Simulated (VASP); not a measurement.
Crystal: PrHRh3.

```
CELL_PARAMETERS angstrom
4.09711 0.00000 0.00000
0.00000 4.09711 0.00000
0.00000 0.00000 4.09711
ATOMIC_POSITIONS crystal
Pr 0.50000 0.50000 0.50000
H 0.00000 0.00000 0.00000
Rh 0.50000 0.00000 0.00000
Rh 0.00000 0.50000 0.00000
Rh 0.00000 0.00000 0.50000
```

The cell was built from a structure type or drawn by symmetry, and may not be a known phase.

- Program: VASP 6.6.1
- Task: relaxation of cell and atoms
- Functional: PBE
- Potentials or basis: VASP PAW PBE potentials, release 64 (Pr_3, H, Rh_pv), 4f in core
- Cutoff: 500 eV
- k mesh: 4 × 4 × 4
- Occupations: gaussian, width 0.2 eV
- Spin: no spin polarisation

At the start: pressure 8.6 GPa; volume 13.76 Å³/atom.

Question: How do energy, volume and symmetry change on relaxing?

Answer: Over 3 steps the energy falls by 18.3 meV/atom and the volume is 14.48 Å³/atom (+5.2 %); space group Pm-3m (No. 221, to 0.1 Å) before and after.

The path:
```
step  energy change (eV)  largest force (eV/Å)  pressure (GPa)  volume (Å³)
   1              0.0000                0.0000            8.64        68.78
   2              0.0068                0.0000           -7.32        76.43
   3             -0.0916                0.0000           -0.07        72.38
```

Final structure:
```
CELL_PARAMETERS angstrom
4.16742 0.00000 0.00000
0.00000 4.16742 0.00000
0.00000 0.00000 4.16742
ATOMIC_POSITIONS crystal
Pr 0.50000 0.50000 0.50000
H 0.00000 0.00000 0.00000
Rh 0.50000 0.00000 0.00000
Rh 0.00000 0.50000 0.00000
Rh 0.00000 0.00000 0.50000
```

Caveat: the k points lie up to 0.38 Å⁻¹ apart in the final cell, too coarse for converged energies and pressures of a metal.
